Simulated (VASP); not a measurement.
# CdSe (F-43m) in VASP: a series of runs, part 2 of 2

VASP 6.6.1. Earlier steps stand in the parts before.

## 4. Relaxation of cell and atoms, PBE, target pressure 10 GPa, at which the enthalpy is minimised

Input file INCAR:

```
ALGO = Normal ; EDIFF = 1E-6
EDIFFG = -0.01 ; ENCUT = 600
GGA = PE ; IBRION = 2
ISIF = 3 ; ISMEAR = -1
LASPH = True ; LCHARG = False
LREAL = False ; LWAVE = False
NELM = 80 ; NSW = 80
PREC = Accurate ; PSTRESS = 100.0
SIGMA = 0.1
```

Input file KPOINTS:

```
k-points
0
Gamma
  6 6 6
```

Input file POSCAR:

```
CdSe
1.0
    0.0000000000      3.0702712000      3.0702712000
    3.0702712000      0.0000000000      3.0702712000
    3.0702712000      3.0702712000      0.0000000000
Cd Se
1 1
Direct
    0.0000000000      0.0000000000      0.0000000000
    0.7500000000      0.7500000000      0.7500000000
```

Potentials or basis: VASP PAW PBE potentials, release 64 (Cd, Se).

On the command line:

```sh
$ cat potpaw_PBE.64/Cd/POTCAR potpaw_PBE.64/Se/POTCAR > POTCAR
$ mpirun -np 1 vasp_std > vasp.out
```

OUTCAR:

```text
EDIFF = 1E-6
   EDIFFG = -0.01
   ENCUT = 600
   GGA = PE
   IBRION = 2
   ISIF = 3
   ISMEAR = -1
   LASPH = True
   LREAL = False
   NELM = 80
   NSW = 80
   PREC = Accurate
   PSTRESS = 100.0

 ion  position               nearest neighbor table
   1  0.000  0.000  0.000-   2 2.66   2 2.66   2 2.66   2 2.66
   2  0.750  0.750  0.750-   1 2.66   1 2.66   1 2.66   1 2.66

  LATTYP: Found a face centered cubic cell.
 ALAT       =     6.1405424000

  Lattice vectors:

 A1 = (   0.0000000000,   3.0702712000,   3.0702712000)
 A2 = (   3.0702712000,   0.0000000000,   3.0702712000)
 A3 = (   3.0702712000,   3.0702712000,   0.0000000000)

Analysis of symmetry for initial positions (statically):
=====================================================================
 Subroutine PRICEL returns:
 Original cell was already a primitive cell.

 Routine SETGRP: Setting up the symmetry group for a
 face centered cubic supercell.

 Subroutine GETGRP returns: Found 24 space group operations
 (whereof 24 operations were pure point group operations)
 out of a pool of 48 trial point group operations.

The static configuration has the point symmetry T_d .

Analysis of symmetry for dynamics (positions and initial velocities):
=====================================================================
 Subroutine PRICEL returns:
 Original cell was already a primitive cell.

 Routine SETGRP: Setting up the symmetry group for a
 face centered cubic supercell.

 Subroutine GETGRP returns: Found 24 space group operations
 (whereof 24 operations were pure point group operations)
 out of a pool of 48 trial point group operations.

The dynamic configuration has the point symmetry T_d .

 Subroutine INISYM returns: Found 24 space group operations
 (whereof 24 operations are pure point group operations),
 and found     1 'primitive' translations

----------------------------------------------------------------------------------------

                                     Primitive cell

  volume of cell :      57.8842
[... 91 lines left out ...]
   NELECT =      18.0000    total number of electrons
   NUPDOWN=      -1.0000    fix difference up-down
   EMIN   =  10.00;   EMAX   =-10.00  energy-range for DOS
   EFERMI =   0.00;   METHOD = LEGACY
   ISMEAR =    -1;   SIGMA  =   0.10  broadening in eV -4-tet -1-fermi 0-gaus
   EFERMI_NEDOS =   21; number of points for ismear=-14 and -15
   IALGO  =     38    algorithm
   IMIX   =      4    mixing-type and parameters
     AMIX     =   0.40;   BMIX     =  1.00
     AMIX_MAG =   1.60;   BMIX_MAG =  1.00
  volume/ion in A,a.u.               =      28.94       195.31
  Fermi-wavevector in a.u.,A,eV,Ry     =   1.109121  2.095935 16.737199  1.230149
  Thomas-Fermi vector in A             =   2.245657
   LORBIT       =      0    0 simple, 1 ext, 2 COOP (PROOUT), +10 PAW based schemes
   GGA     = PE    functional components
   LHFCALC =     F    Hartree Fock is set to
   AEXX    =    0.0000 exact exchange contribution
   IVDW    =     0    specifies the selected vdW correction
   LEPSILON=     F    determine dielectric tensor
   LRPA    =     F    only Hartree local field effects (RPA)
 conjugate gradient relaxation of ions
 non-spin polarized calculation
  energy-cutoff  :      600.00
  volume of cell :       57.88
 maximum number of plane-waves:      1964
   NGX = 17   NGY = 17   NGZ = 17

--------------------------------------- Ionic step        1  -------------------------------------------

 number of electron      17.9999997 magnetization

 Free energy of the ion-electron system (eV)
  ---------------------------------------------------
  ext. energy  EPLUGINS =         0.00000000
  ---------------------------------------------------
  free energy    TOTEN  =        -5.48654174 eV

  energy without entropy =       -5.48537759  energy(sigma->0) =       -5.48595967

------------------------ aborting loop because EDIFF is reached ----------------------------------------

  FORCE on cell =-STRESS in cart. coord.  units (eV):
  Direction    XX          YY          ZZ          XY          YZ          ZX
  --------------------------------------------------------------------------------------
  -------------------------------------------------------------------------------------
  Total        0.5577770      0.5577770      0.5577770      0.0000000      0.0000000      0.0000000
  in kB       15.4387087     15.4387087     15.4387087      0.0000000      0.0000000      0.0000000
  external PRESSURE =     -84.5612913 kB  Pullay stress =     100.0000000 kB
[... 177 lines left out ...]
--------------------------------------- Ionic step        6  -------------------------------------------

 number of electron      17.9999999 magnetization

 Free energy of the ion-electron system (eV)
  ---------------------------------------------------
  ext. energy  EPLUGINS =         0.00000000
  ---------------------------------------------------
  free energy    TOTEN  =        -5.26456475 eV

  energy without entropy =       -5.26418065  energy(sigma->0) =       -5.26437270

 E-fermi :   2.2280     XC(G=0):  -9.3219

 val. band max:        1.7496692292   @ k =   0.0000   0.0000   0.0000
 cond. band min:       2.5520408814   @ k =   0.0000   0.0000   0.0000
 fundamental gap:      0.8023716522
 Fermi energy:         2.2279909007

 k-point     1 :       0.0000    0.0000    0.0000
  band No.  band energies     occupation
      1     -11.4275      2.00000
      2      -6.5638      2.00000
      3      -6.5638      2.00000
      4      -6.5638      2.00000
      5      -6.0769      2.00000
      6      -6.0769      2.00000
      7       1.7497      1.98340
      8       1.7497      1.98340
      9       1.7497      1.98340
     10       2.5520      0.07534
     11       7.6636      0.00000
     12       7.6636      0.00000
     13       7.6636      0.00000
[... 271 lines left out ...]
  energy  without entropy=       -5.2641806533  energy(sigma->0) =       -5.26437270

  enthalpy is  TOTEN    =        -2.0697504851 eV   P V=        3.1948142673

 reached required accuracy - stopping structural energy minimisation
```

OSZICAR:

```text
N       E                     dE             d eps       ncg     rms          rms(c)
DAV:   1     0.119958102167E+03    0.11996E+03   -0.97057E+03   416   0.140E+03
DAV:   2    -0.526867879561E+00   -0.12048E+03   -0.11488E+03   461   0.307E+02
DAV:   3    -0.583779065885E+01   -0.53109E+01   -0.52896E+01   481   0.669E+01
DAV:   4    -0.586748901513E+01   -0.29698E-01   -0.29695E-01   451   0.498E+00
[... 47 lines left out ...]
       N       E                     dE             d eps       ncg     rms          rms(c)
DAV:   1    -0.526474557169E+01    0.31413E-02   -0.36595E-03   456   0.846E-01    0.983E-02
DAV:   2    -0.526458095502E+01    0.16462E-03   -0.40721E-04   451   0.346E-01    0.366E-02
DAV:   3    -0.526456473989E+01    0.16215E-04   -0.43697E-05   436   0.797E-02    0.311E-02
DAV:   4    -0.526456475244E+01   -0.12550E-07   -0.40063E-06   436   0.206E-02
   6 F= -.20697505E+01 E0= -.20695584E+01  d E =-.306911E-05
```

CONTCAR:

```text
CdSe
   1.00000000000000
    -0.0000000000000000    2.9469678684560012    2.9469678684560012
     2.9469678684560012    0.0000000000000000    2.9469678684560012
     2.9469678684560012    2.9469678684560012   -0.0000000000000000
  Cd              Se
     1     1
Direct
     0.0000000000000000    0.0000000000000000    0.0000000000000000
     0.7500000000000000    0.7500000000000000    0.7500000000000000

  0.00000000E+00  0.00000000E+00  0.00000000E+00
  0.00000000E+00  0.00000000E+00  0.00000000E+00
```

Run time: 26 s. Hardware: 1 thread of Intel Xeon 6975P-C (Granite Rapids), shared host; peak memory 0.22 GiB.

Results:

```
Free energy                                            : -5.2646 eV
Relaxed volume                                         : 25.59 Å³/atom
Relaxed cell                                           : a = 4.168 Å, b = 4.168 Å, c = 4.168 Å, α = 60.00°, β = 60.00°, γ = 60.00°
Space group after relaxing (to 0.05 Å)                 : F-43m (No. 216)
Energy change on relaxing (the enthalpy is what falls) : +111.0 meV/atom
Ionic steps                                            : 6
Pressure after relaxing                                : 10.0 GPa
Band gap on the k mesh                                 : 0.80 eV, direct
```

Step by step:
```tsv
step	energy change (eV)	largest force (eV/Å)	pressure (GPa)	volume (Å³)
1	0.0000	0.0000	1.54	57.88
2	0.7177	0.0000	21.71	46.01
3	0.2159	0.0000	9.85	51.29
4	0.2237	0.0000	10.08	51.16
5	0.2187	0.0000	9.89	51.24
6	0.2220	0.0000	9.97	51.19
```

Final structure:
```xyz
2
Lattice="0.0000 2.9470 2.9470 2.9470 0.0000 2.9470 2.9470 2.9470 0.0000" Properties=species:S:1:pos:R:3 pbc="T T T"
Cd    0.0000    0.0000    0.0000
Se    4.4205    4.4205    4.4205
```

Caveat: the cell is relaxed towards a set pressure, so the enthalpy falls and the energy may rise.

## 5. Summary

| cell | gap on the mesh (eV) | pressure (GPa) |
| --- | --- | --- |
| relaxed to 2 GPa | 0.57 | 2.0 |
| relaxed to 5 GPa | 0.67 | 5.0 |
| relaxed to 10 GPa | 0.80 | 10.0 |

Alike in all rows: task relaxation of cell and atoms; level PBE; potentials or basis VASP PAW PBE potentials, release 64 (Cd, Se); no spin polarisation; k mesh 6 × 6 × 6; cutoff (eV) 600; smearing fermi-dirac 0.1 eV.

Caveats: the cell is relaxed towards a set pressure, so the enthalpy falls and the energy may rise.

Total energies depend on the potentials used, so only differences within one code and one set of settings carry meaning.
